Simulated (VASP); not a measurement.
Wanted: the native input for a VASP 6.6.1 run.

```
Task                   : electric field gradients
Functional             : LDA
Potentials or basis    : VASP PAW LDA potentials, release 64 (Cs_sv)
Cutoff                 : 520 eV
k mesh                 : 9 × 9 × 9
Occupations            : fermi-dirac, width 0.05 eV
Spin                   : no spin polarisation
Dipole correction      : no
Further INCAR settings : ALGO = Normal; EDIFF = 1e-08; NBANDS = 10
```

The structure of Cs lies in POSCAR:

```
Cs
1.0
   -3.0123912288      3.0123912288      3.0123912288
    3.0123912288     -3.0123912288      3.0123912288
    3.0123912288      3.0123912288     -3.0123912288
Cs
1
Direct
    0.0000000000      0.0000000000      0.0000000000
```

This cell differs from its parent crystal: volume scaled by 0.99.

These files were run (other wordings do the same):

INCAR

```
SYSTEM = Cs
PREC = Accurate ; ENCUT = 520
EDIFF = 1E-8 ; ISMEAR = -1
SIGMA = 0.05 ; LREAL = .FALSE.
LASPH = .TRUE. ; NELM = 100
ALGO = Normal ; ISIF = 2
LWAVE = .FALSE. ; LCHARG = .FALSE.
GGA = CA ; LEFG = .TRUE.
NBANDS = 10
```

KPOINTS

```
Automatic mesh
0
G
  9 9 9
  0 0 0
```

Potentials or basis: VASP PAW LDA potentials, release 64 (Cs_sv).

Command:

```console
$ cat potpaw_LDA.64/Cs_sv/POTCAR > POTCAR
$ mpirun -np 1 vasp_std > vasp.out
```

It gave:

```yaml
Pressure: -0.3 GPa
```

Caveat: without QUAD_EFG the Cq values of the log hold for a quadrupole moment of 1 mb, not for the nuclei.

Wall time 12 s on 1 thread of AMD EPYC 9R45 (Zen 5) (shared host), peak memory 0.17 GiB.
